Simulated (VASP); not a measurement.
**LaRe: single point with PBEsol**

LaRe:

```
La Re
1.0
     3.47386    0.00000    0.00000
     0.00000    3.47386    0.00000
     0.00000    0.00000    3.47386
La Re
1 1
Direct
  0.00000 0.00000 0.00000
  0.50000 0.50000 0.50000
```

- Program: VASP 6.6.1
- Task: single point
- Functional: PBEsol
- Potentials or basis: VASP PAW PBE potentials, release 64 (La, Re)
- Cutoff: 520 eV
- k mesh: 8 × 8 × 8
- Occupations: gaussian, width 0.05 eV
- Spin: no spin polarisation
- Dipole correction: no
- Further INCAR settings: ALGO = Normal; EDIFF = 1e-07; NBANDS = 16

```yaml
Pressure: 4.5 GPa
Band_gap_on_the_k_mesh: zero (bands 9 and 10 overlap by 2.21 eV)
```

Levels at points of the mesh, in eV from the Fermi level:
```csv
k point,band 5,band 6,band 7,band 8,band 9,band 10,band 11,band 12,band 13,band 14
"(0.00, 0.00, 0.00)",-5.11,-3.76,-3.76,-0.18,-0.18,-0.18,3.70,3.70,3.70,3.87
"(0.50, 0.00, 0.00)",-2.43,-1.38,-1.12,-0.10,-0.10,0.08,0.35,1.50,2.73,2.73
"(0.50, 0.50, 0.00)",-4.64,-2.67,-1.82,-1.82,1.55,1.61,2.72,2.72,3.80,3.84
"(0.50, 0.50, 0.50)",-1.16,-1.16,-1.16,0.09,0.09,0.09,1.49,1.71,1.71,3.92
```

Run time: 18 s on 1 thread of Intel(R) Xeon(R) Platinum 8488C (Sapphire Rapids), with other jobs on the host, peak memory 0.18 GiB.

Caveat: the cell stands under pressure; the PAW data sets were made with another functional, which shifts forces and pressure a little; spin-orbit coupling is left out, which moves the levels of the heavy elements.
